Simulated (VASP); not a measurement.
A run of VASP 6.6.1 is set up as follows.

File INCAR:

```
PREC = Accurate
ENCUT = 520
EDIFF = 1E-6
ISMEAR = 0
SIGMA = 0.1
LREAL = False
LASPH = True
NELM = 100
ALGO = Normal
ISIF = 2
LWAVE = False
LCHARG = False
LDIPOL = True
IDIPOL = 3
DIPOL = 0.5 0.5 0.500
GGA = PS
NBANDS = 66
```

KPOINTS

```
regular mesh
0
Gamma
  12 12 1
```

POSCAR

```
Cu
1.0
    2.5197984287      0.0000000000      0.0000000000
   -1.2598992143      2.1822094516      0.0000000000
    0.0000000000      0.0000000000     35.5293232439
Cu
10
Direct
    0.3333333333      0.6666666667      0.2392390067
    0.0000000000      0.0000000000      0.2971858941
    0.6666666667      0.3333333333      0.3551327815
    0.0000000000      0.0000000000      0.4130796689
    0.3333333333      0.6666666667      0.4710265563
    0.0000000000      0.0000000000      0.5289691293
    0.6666666667      0.3333333333      0.5869085915
    0.0000000000      0.0000000000      0.6448174886
    0.3333333333      0.6666666667      0.7026638095
    0.0000000000      0.0000000000      0.7605255413
```

Potentials or basis: VASP PAW PBE potentials, release 64 (Cu).

Run with:

```sh
$ cat potpaw_PBE.64/Cu/POTCAR > POTCAR
$ mpirun -np 1 vasp_std > vasp.out
```

**Question.** What does it give for the band gap on the k mesh?

**Answer.** Zero (band 55 reaches 6.13 eV, above the bottom of band 56 at 0.86 eV).

**Question.** Predict the largest force.

**Answer.** 0.041 eV/Å.

Forces on the atoms (eV/Å):
```
Cu   0.000  0.000  0.041
Cu   0.000  0.000 -0.024
Cu   0.000  0.000 -0.022
Cu   0.000  0.000 -0.017
Cu   0.000  0.000 -0.003
Cu   0.000  0.000  0.001
Cu   0.000  0.000  0.009
Cu   0.000  0.000  0.014
Cu   0.000  0.000 -0.002
Cu   0.000  0.000  0.001
```

Caveat: the PAW data sets were made with another functional, which shifts forces and pressure a little.
